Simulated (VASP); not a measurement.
Input of a VASP 6.6.1 run:

The input INCAR:

```
SYSTEM = GaSe
PREC = Accurate
ENCUT = 500
EDIFF = 1E-7
ISMEAR = 0
SIGMA = 0.02
LREAL = .False.
LASPH = .True.
NELM = 120
ALGO = Normal
ISIF = 4
LWAVE = .False.
LCHARG = .False.
GGA = PE
IVDW = 12
IBRION = 2
NSW = 50
EDIFFG = -0.01
GGA_COMPAT = .False.
NELMIN = 4
```

File KPOINTS:

```
regular mesh
0
Gamma
  12 12 2
  0 0 0
```

The input POSCAR:

```
GaSe
1.0
    3.6776723199      0.0000000000      0.0000000000
   -1.8388361600      3.1849576558      0.0000000000
    0.0000000000      0.0000000000     15.2626394315
Ga Se
4 4
Direct
    0.3333333333      0.6666666667      0.1716129313
    0.6666666667      0.3333333333      0.6716129313
    0.3333333333      0.6666666667      0.3283870687
    0.6666666667      0.3333333333      0.8283870687
    0.3333333333      0.6666666667      0.5946957298
    0.6666666667      0.3333333333      0.0946957298
    0.3333333333      0.6666666667      0.9053042702
    0.6666666667      0.3333333333      0.4053042702
```

Potentials or basis: VASP PAW PBE potentials, release 64 (Ga_d, Se).

Launch:

```console
$ cat potpaw_PBE.64/Ga_d/POTCAR potpaw_PBE.64/Se/POTCAR > POTCAR
$ mpirun -np 1 vasp_std > vasp.out
```

**Question.** What does it give for the dispersion energy per atom?

**Answer.** -0.321 eV.

**Question.** What does it give for the band gap on the k mesh?

**Answer.** 0.73 eV (least direct gap 1.03 eV).

Final structure:
```yaml
crystal:
  lattice:
    - [3.68509, 0.00000, 0.00000]
    - [-1.84255, 3.19138, 0.00000]
    - [0.00000, 0.00000, 15.20125]
  atoms:
    - { symbol: Ga, position: [0.33333, 0.66667, 0.17097] }
    - { symbol: Ga, position: [0.66667, 0.33333, 0.67097] }
    - { symbol: Ga, position: [0.33333, 0.66667, 0.32903] }
    - { symbol: Ga, position: [0.66667, 0.33333, 0.82903] }
    - { symbol: Se, position: [0.33333, 0.66667, 0.59239] }
    - { symbol: Se, position: [0.66667, 0.33333, 0.09239] }
    - { symbol: Se, position: [0.33333, 0.66667, 0.90761] }
    - { symbol: Se, position: [0.66667, 0.33333, 0.40761] }
```

A k mesh can miss the band edges.
